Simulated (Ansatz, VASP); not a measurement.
# One calculation of MoS, two programs

```
Mo S
1.0
     3.12041    0.00000    0.00000
    -1.56020    2.70235    0.00000
     0.00000    0.00000   14.08603
Mo S
2 2
Direct
  0.66667 0.33333 0.28397
  0.33333 0.66667 0.71603
  0.33333 0.66667 0.39763
  0.66667 0.33333 0.60237
```

Alike in both runs: task single point; functional PBEsol; k mesh 12 × 12 × 1; occupations gaussian, width 0.1 eV; no spin polarisation.

|  | VASP | Ansatz |
| --- | --- | --- |
| version | VASP 6.6.1 | Ansatz 0.2.0 |
| potentials or method | VASP PAW PBE potentials, release 64 (Mo_sv, S), cutoff 520 eV | scalar-relativistic, plane waves, PAW |
| valence electrons in the cell | 40 | 40 |

|  | VASP | Ansatz | Ansatz less VASP |
| --- | --- | --- | --- |
| gap on the k mesh at the Fermi level (eV) | none | none | - |
| rms of the force components (eV/Å) | 1.001 | 1.004 | +0.0037 |

VASP's potentials were made for PBE, not for PBEsol. A gap of «none» marks a metal or a gap that the smearing closes.
